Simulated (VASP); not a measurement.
# CoSi3 (Fm-3m) in VASP: further runs

The runs below take CoSi3 through single point, with PBEsol.

Everything below comes from runs of VASP 6.6.1. Logs are shortened: lines on timing, memory, paths and dates and some standing lists are left out, and cuts for length are marked.

**1. The cell of the first run**

It takes space group Fm-3m (No. 225, cubic). Conventional cell: a = 6.371 Å, b = 6.371 Å, c = 6.371 Å, α = 90.00°, β = 90.00°, γ = 90.00°. Within 3.6 Å of Si (site symmetry -43m) lie 10 Si at 2.76 to 3.19 Å and 4 Co at 2.76 Å. Within 3.6 Å of Si (site symmetry m-3m) lie 8 Si at 2.76 Å and 6 Co at 3.19 Å. Within 3.6 Å of Co (site symmetry m-3m) lie 14 Si at 2.76 to 3.19 Å.

**2. Single point, PBEsol**

File INCAR:

```
  ALGO = Normal
  EDIFF = 1E-7
  ENCUT = 520
  GGA = PS
  ISIF = 2
  ISMEAR = 0
  LASPH = True
  LCHARG = False
  LREAL = False
  LWAVE = False
  NBANDS = 18
  NELM = 100
  PREC = Accurate
  SIGMA = 0.1
```

File KPOINTS:

```
k-points
0
Gamma
  12 12 12
```

File POSCAR:

```
CoSi3
1.0
    0.0000000000      3.1854789205      3.1854789205
    3.1854789205      0.0000000000      3.1854789205
    3.1854789205      3.1854789205      0.0000000000
Si Co
3 1
Direct
    0.2500000000      0.2500000000      0.2500000000
    0.7500000000      0.7500000000      0.7500000000
    0.5000000000      0.5000000000      0.5000000000
    0.0000000000      0.0000000000      0.0000000000
```

Potentials or basis: VASP PAW PBE potentials, release 64 (Si, Co).

On the command line:

```sh
> cat potpaw_PBE.64/Si/POTCAR potpaw_PBE.64/Co/POTCAR > POTCAR
> mpirun -np 1 vasp_std > vasp.out
```

OUTCAR:

```text
EDIFF = 1E-7
   ENCUT = 520
   GGA = PS
   ISIF = 2
   ISMEAR = 0
   LASPH = True
   LREAL = False
   NELM = 100
   PREC = Accurate

 ion  position               nearest neighbor table
   1  0.250  0.250  0.250-   4 2.76   4 2.76   4 2.76   3 2.76   4 2.76   3 2.76   3 2.76   3 2.76

   2  0.750  0.750  0.750-   3 2.76   3 2.76   3 2.76   3 2.76   4 2.76   4 2.76   4 2.76   4 2.76

   3  0.500  0.500  0.500-   1 2.76   1 2.76   1 2.76   1 2.76   2 2.76   2 2.76   2 2.76   2 2.76

   4  0.000  0.000  0.000-   2 2.76   2 2.76   2 2.76   1 2.76   2 2.76   1 2.76   1 2.76   1 2.76

  LATTYP: Found a face centered cubic cell.
 ALAT       =     6.3709578410

  Lattice vectors:

 A1 = (   0.0000000000,   3.1854789205,   3.1854789205)
 A2 = (   3.1854789205,   0.0000000000,   3.1854789205)
 A3 = (   3.1854789205,   3.1854789205,   0.0000000000)

Analysis of symmetry for initial positions (statically):
=====================================================================
 Subroutine PRICEL returns:
 Original cell was already a primitive cell.

 Routine SETGRP: Setting up the symmetry group for a
 face centered cubic supercell.

 Subroutine GETGRP returns: Found 48 space group operations
 (whereof 48 operations were pure point group operations)
 out of a pool of 48 trial point group operations.

The static configuration has the point symmetry O_h .

Analysis of symmetry for dynamics (positions and initial velocities):
=====================================================================
 Subroutine PRICEL returns:
 Original cell was already a primitive cell.

 Routine SETGRP: Setting up the symmetry group for a
 face centered cubic supercell.

 Subroutine GETGRP returns: Found 48 space group operations
 (whereof 48 operations were pure point group operations)
 out of a pool of 48 trial point group operations.

The dynamic configuration has the point symmetry O_h .

 Subroutine INISYM returns: Found 48 space group operations
 (whereof 48 operations are pure point group operations),
 and found     1 'primitive' translations

----------------------------------------------------------------------------------------

                                     Primitive cell

  volume of cell :      64.6479

  direct lattice vectors                    reciprocal lattice vectors
     0.000000000  3.185478921  3.185478921    -0.156962269  0.156962269  0.156962269
     3.185478921  0.000000000  3.185478921     0.156962269 -0.156962269  0.156962269
     3.185478921  3.185478921  0.000000000     0.156962269  0.156962269 -0.156962269

  length of vectors
     4.504947492  4.504947492  4.504947492     0.271866625  0.271866625  0.271866625

  position of ions in fractional coordinates (direct lattice)
     0.250000000  0.250000000  0.250000000
     0.750000000  0.750000000  0.750000000
     0.500000000  0.500000000  0.500000000
     0.000000000  0.000000000  0.000000000

  ion indices of the primitive-cell ions
   primitive index   ion index
                 1           1
                 2           2
                 3           3
                 4           4

----------------------------------------------------------------------------------------

 KPOINTS: k-points

Automatic generation of k-mesh.
 Grid dimensions read from file:
 generate k-points for:   12   12   12

 Generating k-lattice:

  Cartesian coordinates                     Fractional coordinates (reciprocal lattice)
    -0.013080189  0.013080189  0.013080189     0.083333333  0.000000000  0.000000000
     0.013080189 -0.013080189  0.013080189     0.000000000  0.083333333  0.000000000
     0.013080189  0.013080189 -0.013080189     0.000000000  0.000000000  0.083333333

  Length of vectors
     0.022655552  0.022655552  0.022655552

  Shift w.r.t. Gamma in fractional coordinates (k-lattice)
     0.000000000  0.000000000  0.000000000

 Subroutine IBZKPT returns following result:
 ===========================================

 Found     72 irreducible k-points:

 Following reciprocal coordinates:
            Coordinates               Weight
  0.000000  0.000000  0.000000      1.000000
  0.083333  0.000000  0.000000      8.000000
  0.166667  0.000000  0.000000      8.000000
  0.250000  0.000000  0.000000      8.000000
  0.333333  0.000000  0.000000      8.000000
  0.416667  0.000000  0.000000      8.000000
[... 16 lines left out ...]
  0.500000  0.166667  0.000000     24.000000
 -0.416667  0.166667  0.000000     24.000000
 [... further k-points ...]
   k-points           NKPTS =     72   k-points in BZ     NKDIM =     72   number of bands    NBANDS=     18
   number of dos      NEDOS =    301   number of ions     NIONS =      4
   total plane-waves  NPLWV =  46656
   dimension x,y,z NGX =    36 NGY =   36 NGZ =   36
   dimension x,y,z NGXF=    72 NGYF=   72 NGZF=   72
   ions per type =               3   1
   NGX,Y,Z   is equivalent  to a cutoff of  13.29, 13.29, 13.29 a.u.
   NGXF,Y,Z  is equivalent  to a cutoff of  26.57, 26.57, 26.57 a.u.
 SYSTEM =  unknown system
   PREC   = accura    normal or accurate (medium, high low for compatibility)
   ISTART =      0    job   : 0-new  1-cont  2-samecut
   ICHARG =      2    charge: 1-file 2-atom 10-const
   ISPIN  =      1    spin polarized calculation?
   LNONCOLLINEAR =      F non collinear calculations
   LSORBIT =      F    spin-orbit coupling
   LASPH  =      T    aspherical Exc in radial PAW
   ENCUT  =  520.0 eV  38.22 Ry    6.18 a.u.   8.38  8.38  8.38*2*pi/ulx,y,z
   NELM   =    100;   NELMIN=  2; NELMDL= -5     # of ELM steps
   EDIFF  = 0.1E-06   stopping-criterion for ELM
   LREAL  =      F    real-space projection
   EDIFFG = 0.1E-05   stopping-criterion for IOM
   NSW    =      0    number of steps for IOM
   IBRION =     -1    ionic relax: 0-MD 1-quasi-New 2-CG
   NFREE  =      0    steps in history (QN), initial steepest desc. (CG)
   ISIF   =      2    stress and relaxation
   ISYM   =      2    0-nonsym 1-usesym 2-fastsym
   POTIM  = 0.5000    time-step for ionic-motion
   TEBEG  =    0.0;   TEEND  =   0.0 temperature during run
   PSTRESS=    0.0 pullay stress
   NELECT =      21.0000    total number of electrons
   NUPDOWN=      -1.0000    fix difference up-down
   EMIN   =  10.00;   EMAX   =-10.00  energy-range for DOS
   EFERMI =   0.00;   METHOD = LEGACY
   ISMEAR =     0;   SIGMA  =   0.10  broadening in eV -4-tet -1-fermi 0-gaus
   EFERMI_NEDOS =   21; number of points for ismear=-14 and -15
   IALGO  =     38    algorithm
   IMIX   =      4    mixing-type and parameters
     AMIX     =   0.40;   BMIX     =  1.00
     AMIX_MAG =   1.60;   BMIX_MAG =  1.00
  volume/ion in A,a.u.               =      16.16       109.07
  Fermi-wavevector in a.u.,A,eV,Ry     =   1.125373  2.126647 17.231297  1.266465
  Thomas-Fermi vector in A             =   2.262050
   LORBIT       =      0    0 simple, 1 ext, 2 COOP (PROOUT), +10 PAW based schemes
   GGA     = PS    functional components
   LHFCALC =     F    Hartree Fock is set to
   AEXX    =    0.0000 exact exchange contribution
   IVDW    =     0    specifies the selected vdW correction
   LEPSILON=     F    determine dielectric tensor
   LRPA    =     F    only Hartree local field effects (RPA)
 non-spin polarized calculation
 Gauss-broadening in eV      SIGMA  =   0.10
  energy-cutoff  :      520.00
  volume of cell :       64.65
 maximum number of plane-waves:      1807
 NGX is ok and might be reduce to    36
   NGX = 17   NGY = 17   NGZ = 17

 number of electron      21.0000000 magnetization

 Free energy of the ion-electron system (eV)
  ---------------------------------------------------
  ext. energy  EPLUGINS =         0.00000000
  ---------------------------------------------------
  free energy    TOTEN  =       -23.04979845 eV

  energy without entropy =      -23.03690811  energy(sigma->0) =      -23.04335328

 E-fermi :   7.8397     XC(G=0): -10.9596

 val. band max:        7.8322436061   @ k =   0.1667   0.0833   0.0000
 cond. band min:       7.8907445562   @ k =  -0.2500   0.3333   0.0833
 fundamental gap:      0.0585009500
 Fermi energy:         7.8397250321

 k-point     1 :       0.0000    0.0000    0.0000
  band No.  band energies     occupation
      1      -4.4505      2.00000
      2       4.1875      2.00000
      3       4.6888      2.00000
      4       4.6888      2.00000
      5       4.6888      2.00000
      6       6.0810      2.00000
[... 10 lines left out ...]
     17       9.8299      0.00000
     18      12.7996      0.00000

 k-point     2 :       0.0833    0.0000    0.0000
  band No.  band energies     occupation
      1      -4.3782      2.00000
      2       3.4723      2.00000
      3       4.6538      2.00000
      4       4.6538      2.00000
      5       4.9266      2.00000
      6       5.6228      2.00000
[... 10 lines left out ...]
     17      10.0426      0.00000
     18      13.1580      0.00000

 k-point     3 :       0.1667    0.0000    0.0000
  band No.  band energies     occupation
      1      -4.1622      2.00000
      2       2.3905      2.00000
      3       4.4334      2.00000
      4       4.5528      2.00000
      5       4.5528      2.00000
      6       5.9126      2.00000
[... 10 lines left out ...]
     17      10.6201      0.00000
     18      14.0424      0.00000

 k-point     4 :       0.2500    0.0000    0.0000
  band No.  band energies     occupation
      1      -3.8062      2.00000
      2       1.2528      2.00000
      3       4.0502      2.00000
      4       4.4123      2.00000
      5       4.4123      2.00000
      6       5.8780      2.00000
[... 375 lines left out ...]
      4       3.6751      2.00000
      5       4.3549      2.00000
      6       6.1129      2.00000
[... 10 lines left out ...]
     17      13.3038      0.00000
     18      14.2059      0.00000

 k-point    23 :       0.5000    0.1667    0.0000
  band No.  band energies     occupation
      1      -2.2924      2.00000
      2      -0.8409      2.00000
      3       1.9874      2.00000
      4       3.7406      2.00000
      5       4.3785      2.00000
      6       6.0884      2.00000
[... 10 lines left out ...]
     17      13.0504      0.00000
     18      14.0852      0.00000

 k-point    24 :      -0.4167    0.1667    0.0000
  band No.  band energies     occupation
      1      -2.1346      2.00000
      2      -1.0378      2.00000
      3       1.8515      2.00000
      4       3.9024      2.00000
      5       4.5347      2.00000
      6       5.9659      2.00000
[... 10 lines left out ...]
     17      13.9620      0.00000
     18      15.2574      0.00000

 [... further k-points ...]
[... 5 lines left out ...]
  --------------------------------------------------------------------------------------
  -------------------------------------------------------------------------------------
  Total       -8.4762976     -8.4762976     -8.4762976      0.0000000      0.0000000     -0.0000000
  in kB     -210.0692940   -210.0692940   -210.0692940      0.0000000      0.0000000     -0.0000000
  external PRESSURE =    -210.0692940 kB  Pullay stress =       0.0000000 kB

 VOLUME and BASIS-vectors are now :
 -----------------------------------------------------------------------------
  energy-cutoff  :      520.00
  volume of cell :       64.65
      direct lattice vectors                 reciprocal lattice vectors
     0.000000000  3.185478921  3.185478921    -0.156962269  0.156962269  0.156962269
     3.185478921  0.000000000  3.185478921     0.156962269 -0.156962269  0.156962269
     3.185478921  3.185478921  0.000000000     0.156962269  0.156962269 -0.156962269

 POSITION                                       TOTAL-FORCE (eV/Angst)
 -----------------------------------------------------------------------------------
      1.59274      1.59274      1.59274        -0.000000      0.000000     -0.000000
      4.77822      4.77822      4.77822         0.000000     -0.000000     -0.000000
      3.18548      3.18548      3.18548         0.000000      0.000000      0.000000
      0.00000      0.00000      0.00000         0.000000      0.000000      0.000000
 -----------------------------------------------------------------------------------
    total drift:                               -0.000000      0.000000      0.000000

  FREE ENERGIE OF THE ION-ELECTRON SYSTEM (eV)
  ---------------------------------------------------
  free  energy   TOTEN  =       -23.0497984477 eV

  energy  without entropy=      -23.0369081107  energy(sigma->0) =      -23.04335328
```

Wall time 89 s (1 thread of Intel Xeon Platinum 8259CL at 2.50GHz (Skylake/Cascade Lake), shared host); peak memory 0.24 GiB.

Results:

* Free energy: -23.0498 eV
* Pressure: -21.0 GPa

Levels at points of the mesh, in eV from the Fermi level:
| k point | band 9 | band 10 | band 11 | band 12 | band 13 | band 14 |
| --- | --- | --- | --- | --- | --- | --- |
| (0.00, 0.00, 0.00) | -1.51 | -1.31 | -1.31 | 0.92 | 0.92 | 0.92 |
| (0.50, 0.00, 0.00) | -1.23 | -1.23 | 0.16 | 0.16 | 0.60 | 3.76 |
| (0.50, 0.50, 0.00) | -1.00 | -0.56 | -0.11 | 3.78 | 3.78 | 4.48 |

Caveat: the PAW data sets were made with another functional, which shifts forces and pressure a little. Spin polarisation is off, so any magnetic state and its effect on volume and gap are missing.

[end of part 1 of 3]
